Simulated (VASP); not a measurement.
# AlN (I4/mmm) in VASP: notebook

AlN is run at these levels: LDA; tasks: single point.

Everything below comes from runs of VASP 6.6.1. Logs are shortened: lines on timing, memory, paths and dates and some standing lists are left out, and cuts for length are marked.

## Step 1: The cell of the first run

The structure is tetragonal, space group I4/mmm (No. 139). Conventional cell: a = 2.877 Å, b = 2.877 Å, c = 3.866 Å, α = 90.00°, β = 90.00°, γ = 90.00°. Within 2.6 Å of Al (site symmetry 4/mmm) lie 6 N at 1.93 to 2.03 Å. N (site symmetry 4/mmm) has 6 Al at 1.93 to 2.03 Å within 2.6 Å.

## Step 2: Single point, LDA (strain +0.000 along x and y, -0.050 along z)

Input file INCAR:

```
SYSTEM = AlN
ALGO     = Normal         ! electronic algorithm
EDIFF    = 1E-6           ! SCF threshold, eV
ENCUT    = 600            ! plane-wave cutoff, eV
GGA      = CA             ! functional
GGA_COMPAT= .False.      
ISIF     = 2              ! what is computed and relaxed
ISMEAR   = 0              ! smearing method
LASPH    = .True.         ! aspherical terms in the spheres
LCHARG   = .False.        ! write CHGCAR
LREAL    = .False.        ! projectors in reciprocal space
LWAVE    = .False.        ! write WAVECAR
NBANDS   = 11             ! bands
NELM     = 120            ! most SCF steps
PREC     = Accurate       ! precision mode
SIGMA    = 0.05           ! smearing width, eV
```

Input file KPOINTS:

```
k-points
0
Gamma
  10 10 10
  0 0 0
```

Input file POSCAR:

```
AlN
1.0
    0.0000000000      2.0345180000      1.9327921000
    2.0345180000      0.0000000000      1.9327921000
    2.0345180000      2.0345180000      0.0000000000
Al N
1 1
Direct
    0.5000000000      0.5000000000      0.5000000000
    0.0000000000      0.0000000000      0.0000000000
```

Potentials or basis: VASP PAW LDA potentials, release 64 (Al, N).

Run with:

```
> cat potpaw_LDA.64/Al/POTCAR potpaw_LDA.64/N/POTCAR > POTCAR
> mpirun -np 1 vasp_std > vasp.out
```

OUTCAR:

```text
SYSTEM = AlN
   EDIFF = 1E-6
   ENCUT = 600
   GGA = CA
   ISIF = 2
   ISMEAR = 0
   LASPH = .True.
   LREAL = .False.
   NELM = 120
   PREC = Accurate

 ion  position               nearest neighbor table
   1  0.500  0.500  0.500-   2 1.93   2 1.93   2 2.03   2 2.03   2 2.03   2 2.03
   2  0.000  0.000  0.000-   1 1.93   1 1.93   1 2.03   1 2.03   1 2.03   1 2.03

  LATTYP: Found a body centered tetragonal cell.
 ALAT       =     2.8772429485
 C/A-ratio  =     1.3435028843

  Lattice vectors:

 A1 = (   0.0000000000,  -2.0345180000,  -1.9327921000)
 A2 = (   0.0000000000,   2.0345180000,  -1.9327921000)
 A3 = (   2.0345180000,   0.0000000000,   1.9327921000)

Analysis of symmetry for initial positions (statically):
=====================================================================
 Subroutine PRICEL returns:
 Original cell was already a primitive cell.

 Routine SETGRP: Setting up the symmetry group for a
 body centered tetragonal supercell.

 Subroutine GETGRP returns: Found 16 space group operations
 (whereof 16 operations were pure point group operations)
 out of a pool of 16 trial point group operations.

The static configuration has the point symmetry D_4h.

Analysis of symmetry for dynamics (positions and initial velocities):
=====================================================================
 Subroutine PRICEL returns:
 Original cell was already a primitive cell.

 Routine SETGRP: Setting up the symmetry group for a
 body centered tetragonal supercell.

 Subroutine GETGRP returns: Found 16 space group operations
 (whereof 16 operations were pure point group operations)
 out of a pool of 16 trial point group operations.

The dynamic configuration has the point symmetry D_4h.

 Subroutine INISYM returns: Found 16 space group operations
 (whereof 16 operations are pure point group operations),
 and found     1 'primitive' translations

----------------------------------------------------------------------------------------

                                     Primitive cell

  volume of cell :      16.0007

  direct lattice vectors                    reciprocal lattice vectors
     0.000000000  2.034518000  1.932792100    -0.245758455  0.245758455  0.258693110
     2.034518000  0.000000000  1.932792100     0.245758455 -0.245758455  0.258693110
     2.034518000  2.034518000  0.000000000     0.245758455  0.245758455 -0.258693110

  length of vectors
     2.806233917  2.806233917  2.877242948     0.433262694  0.433262694  0.433262694

[... 88 lines left out ...]
   POTIM  = 0.5000    time-step for ionic-motion
   TEBEG  =    0.0;   TEEND  =   0.0 temperature during run
   PSTRESS=    0.0 pullay stress
   NELECT =       8.0000    total number of electrons
   NUPDOWN=      -1.0000    fix difference up-down
   EMIN   =  10.00;   EMAX   =-10.00  energy-range for DOS
   EFERMI =   0.00;   METHOD = LEGACY
   ISMEAR =     0;   SIGMA  =   0.05  broadening in eV -4-tet -1-fermi 0-gaus
   EFERMI_NEDOS =   21; number of points for ismear=-14 and -15
   IALGO  =     38    algorithm
   IMIX   =      4    mixing-type and parameters
     AMIX     =   0.40;   BMIX     =  1.00
     AMIX_MAG =   1.60;   BMIX_MAG =  1.00
  volume/ion in A,a.u.               =       8.00        53.99
  Fermi-wavevector in a.u.,A,eV,Ry     =   1.299348  2.455411 22.970781  1.688305
  Thomas-Fermi vector in A             =   2.430617
   LORBIT       =      0    0 simple, 1 ext, 2 COOP (PROOUT), +10 PAW based schemes
   GGA     = CA    functional components
   LHFCALC =     F    Hartree Fock is set to
   AEXX    =    0.0000 exact exchange contribution
   IVDW    =     0    specifies the selected vdW correction
   LEPSILON=     F    determine dielectric tensor
   LRPA    =     F    only Hartree local field effects (RPA)
 non-spin polarized calculation
 Gauss-broadening in eV      SIGMA  =   0.05
  energy-cutoff  :      600.00
  volume of cell :       16.00
 maximum number of plane-waves:       549
 NGX is ok and might be reduce to    24
   NGX = 11   NGY = 11   NGZ = 11

 number of electron       7.9999999 magnetization

 Free energy of the ion-electron system (eV)
  ---------------------------------------------------
  ext. energy  EPLUGINS =         0.00000000
  ---------------------------------------------------
  free energy    TOTEN  =       -16.19890322 eV

  energy without entropy =      -16.19890322  energy(sigma->0) =      -16.19890322

 E-fermi :  10.4506     XC(G=0): -12.7215

 val. band max:       10.2552300453   @ k =   0.0000   0.0000   0.0000
 cond. band min:      14.6249979378   @ k =   0.5000   0.5000   0.0000
 fundamental gap:      4.3697678926
 Fermi energy:        10.4505831995

 k-point     1 :       0.0000    0.0000    0.0000
  band No.  band energies     occupation
      1      -7.5782      2.00000
      2       9.8637      2.00000
      3      10.2552      2.00000
      4      10.2552      2.00000
      5      16.3229      0.00000
      6      22.0572      0.00000
      7      22.0572      0.00000
      8      22.7491      0.00000
      9      27.1446      0.00000
     10      27.6083      0.00000
     11      28.4770      0.00000
[... 309 lines left out ...]
 k-point    24 :       0.4000    0.3000    0.0000
  band No.  band energies     occupation
      1      -4.2086      2.00000
      2       4.1805      2.00000
      3       7.1296      2.00000
      4       7.5514      2.00000
      5      16.1422      0.00000
      6      16.8569      0.00000
      7      22.9519      0.00000
      8      25.5046      0.00000
      9      26.4053      0.00000
     10      31.8141      0.00000
     11      35.3411      0.00000

 [... further k-points ...]

------------------------ aborting loop because EDIFF is reached ----------------------------------------

  FORCE on cell =-STRESS in cart. coord.  units (eV):
  Direction    XX          YY          ZZ          XY          YZ          ZX
  --------------------------------------------------------------------------------------
  -------------------------------------------------------------------------------------
  Total       -0.1899975     -0.1899975      1.6693150      0.0000000     -0.0000000      0.0000000
  in kB      -19.0248039    -19.0248039    167.1516524      0.0000000     -0.0000000      0.0000000
  external PRESSURE =      43.0340148 kB  Pullay stress =       0.0000000 kB

 VOLUME and BASIS-vectors are now :
 -----------------------------------------------------------------------------
  energy-cutoff  :      600.00
  volume of cell :       16.00
      direct lattice vectors                 reciprocal lattice vectors
     0.000000000  2.034518000  1.932792100    -0.245758455  0.245758455  0.258693110
     2.034518000  0.000000000  1.932792100     0.245758455 -0.245758455  0.258693110
     2.034518000  2.034518000  0.000000000     0.245758455  0.245758455 -0.258693110

 POSITION                                       TOTAL-FORCE (eV/Angst)
 -----------------------------------------------------------------------------------
      2.03452      2.03452      1.93279         0.000000     -0.000000      0.000000
      0.00000      0.00000      0.00000        -0.000000      0.000000     -0.000000
 -----------------------------------------------------------------------------------
    total drift:                                0.000000     -0.000000     -0.000000

  FREE ENERGIE OF THE ION-ELECTRON SYSTEM (eV)
  ---------------------------------------------------
  free  energy   TOTEN  =       -16.1989032231 eV

  energy  without entropy=      -16.1989032231  energy(sigma->0) =      -16.19890322
```

OSZICAR:

```text
N       E                     dE             d eps       ncg     rms          rms(c)
DAV:   1     0.631293694695E+01    0.63129E+01   -0.44838E+03  2252   0.753E+02
DAV:   2    -0.175390017233E+02   -0.23852E+02   -0.22444E+02  2784   0.122E+02
DAV:   3    -0.181341276501E+02   -0.59513E+00   -0.59375E+00  2745   0.157E+01
DAV:   4    -0.181356628164E+02   -0.15352E-02   -0.15351E-02  2489   0.975E-01
DAV:   5    -0.181356696027E+02   -0.67863E-05   -0.67863E-05  2669   0.675E-02    0.786E+00
DAV:   6    -0.162591003295E+02    0.18766E+01   -0.81830E+00  2388   0.150E+01    0.281E+00
DAV:   7    -0.162186849530E+02    0.40415E-01   -0.14047E-01  2550   0.271E+00    0.175E+00
DAV:   8    -0.161990261446E+02    0.19659E-01   -0.14045E-02  2352   0.108E+00    0.258E-01
DAV:   9    -0.161989026292E+02    0.12352E-03   -0.65127E-04  2640   0.149E-01    0.150E-01
DAV:  10    -0.161989038469E+02   -0.12178E-05   -0.24930E-05  2424   0.371E-02    0.268E-02
DAV:  11    -0.161989032231E+02    0.62388E-06   -0.11253E-06  1518   0.777E-03
   1 F= -.16198903E+02 E0= -.16198903E+02  d E =-.132386E-10
```

Wall time 10 s (1 thread of Intel Xeon 6975P-C (Granite Rapids), shared host); peak memory 0.13 GiB.

What came out:

* Free energy: -16.1989 eV
* Pressure: 4.3 GPa
* Band gap on the k mesh: 4.37 eV (least direct gap 6.07 eV)

Stress tensor (GPa, compression positive):
```
-1.90  0.00  0.00
 0.00 -1.90  0.00
 0.00  0.00 16.72
```

Levels at points of the mesh, in eV from the valence-band top:
```csv
k point,band 2,band 3,band 4,band 5,band 6,band 7
"(0.00, 0.00, 0.00)",-0.39,0.00,0.00,6.07,11.80,11.80
"(0.50, 0.00, 0.00)",-8.68,-1.38,-1.18,6.12,10.37,11.71
"(0.50, 0.50, 0.00)",-7.58,-3.29,-3.29,4.37,4.68,14.59
"(0.50, 0.00, 0.50)",-7.84,-3.21,-2.55,4.85,5.21,13.93
```

Caveat: the cell differs from its parent crystal (strain +0.000 along x and y, -0.050 along z); the cell stands under pressure.

## Step 3: Single point, LDA (strain +0.025 along x and y, -0.050 along z)

Input file INCAR:

```
ALGO     = Normal         # electronic algorithm
EDIFF    = 1E-6           # SCF threshold, eV
ENCUT    = 600            # plane-wave cutoff, eV
GGA      = CA             # functional
GGA_COMPAT= F            
ISIF     = 2              # what is computed and relaxed
ISMEAR   = 0              # smearing method
LASPH    = T              # aspherical terms in the spheres
LCHARG   = F              # write CHGCAR
LREAL    = F              # projectors in reciprocal space
LWAVE    = F              # write WAVECAR
NBANDS   = 11             # bands
NELM     = 120            # most SCF steps
PREC     = Accurate       # precision mode
SIGMA    = 0.05           # smearing width, eV
```

Input file KPOINTS:

```
k-points
0
Gamma
  10 10 10
```

Input file POSCAR:

```
AlN
1.0
    0.0000000000      2.0853809500      1.9327921000
    2.0853809500      0.0000000000      1.9327921000
    2.0853809500      2.0853809500      0.0000000000
Al N
1 1
Direct
    0.5000000000      0.5000000000      0.5000000000
    0.0000000000      0.0000000000      0.0000000000
```

Potentials or basis: VASP PAW LDA potentials, release 64 (Al, N).

Run with:

```
> cat potpaw_LDA.64/Al/POTCAR potpaw_LDA.64/N/POTCAR > POTCAR
> mpirun -np 1 vasp_std > vasp.out
```

Run time: 9.8 s. Hardware: 1 thread of Intel Xeon 6975P-C (Granite Rapids), shared host; peak memory 0.13 GiB.

It converged, with:

```yaml
Free_energy: -16.1567 eV
Pressure: -7.3 GPa
Band_gap_on_the_k_mesh: 3.77 eV (least direct gap 5.25 eV)
```

Stress tensor (GPa, compression positive):
```
-14.49   0.00   0.00
  0.00 -14.49   0.00
  0.00   0.00   7.18
```

Levels at points of the mesh, in eV from the valence-band top:
| k point | band 2 | band 3 | band 4 | band 5 | band 6 | band 7 |
| --- | --- | --- | --- | --- | --- | --- |
| (0.00, 0.00, 0.00) | -0.60 | 0.00 | 0.00 | 5.25 | 11.53 | 11.53 |
| (0.50, 0.00, 0.00) | -8.42 | -1.39 | -1.14 | 5.67 | 9.69 | 11.67 |
| (0.50, 0.50, 0.00) | -7.24 | -3.33 | -3.33 | 3.77 | 4.57 | 14.14 |
| (0.50, 0.00, 0.50) | -7.60 | -3.23 | -2.28 | 4.41 | 5.35 | 13.15 |

Caveat: the cell differs from its parent crystal (strain +0.025 along x and y, -0.050 along z); the cell stands under tension.

## Step 4: Single point, LDA (strain +0.050 along x and y, -0.050 along z)

Input file INCAR:

```
SYSTEM = AlN
ALGO = Normal
EDIFF = 1E-6
ENCUT = 600
GGA_COMPAT = .FALSE.
ISIF = 2
ISMEAR = 0
LASPH = .TRUE.
LCHARG = .TRUE.
LELF = .TRUE.
LREAL = .FALSE.
LVHAR = .TRUE.
LWAVE = .FALSE.
NBANDS = 11
NELM = 120
PREC = Accurate
SIGMA = 0.05
```

Input file KPOINTS:

```
k-points
0
G
  10 10 10
  0 0 0
```

Input file POSCAR:

```
AlN
1.0
    0.0000000000      2.1362439000      1.9327921000
    2.1362439000      0.0000000000      1.9327921000
    2.1362439000      2.1362439000      0.0000000000
Al N
1 1
Direct
    0.5000000000      0.5000000000      0.5000000000
    0.0000000000      0.0000000000      0.0000000000
```

Run with:

```
> cat potpaw_LDA.64/Al/POTCAR potpaw_LDA.64/N/POTCAR > POTCAR
> mpirun -np 1 vasp_std > vasp.out
```

Run time: 12 s. Hardware: 1 thread of Intel Xeon 6975P-C (Granite Rapids), shared host; peak memory 0.14 GiB.

It converged, with:

```
Free energy            : -16.0582 eV
Pressure               : -16.0 GPa
Band gap on the k mesh : 3.25 eV (least direct gap 4.49 eV)
```

Stress tensor (GPa, compression positive):
```
-23.38   0.00   0.00
  0.00 -23.38   0.00
  0.00   0.00  -1.32
```

Levels at points of the mesh, in eV from the valence-band top:
```csv
k point,band 2,band 3,band 4,band 5,band 6,band 7
"(0.00, 0.00, 0.00)",-0.81,0.00,0.00,4.49,11.28,11.28
"(0.50, 0.00, 0.00)",-8.18,-1.40,-1.12,5.24,9.06,11.66
"(0.50, 0.50, 0.00)",-6.92,-3.36,-3.36,3.25,4.47,13.72
"(0.50, 0.00, 0.50)",-7.36,-3.26,-2.02,4.01,5.48,12.42
```

Caveat: the cell differs from its parent crystal (strain +0.050 along x and y, -0.050 along z); the cell stands under tension.

[end of part 1 of 2]
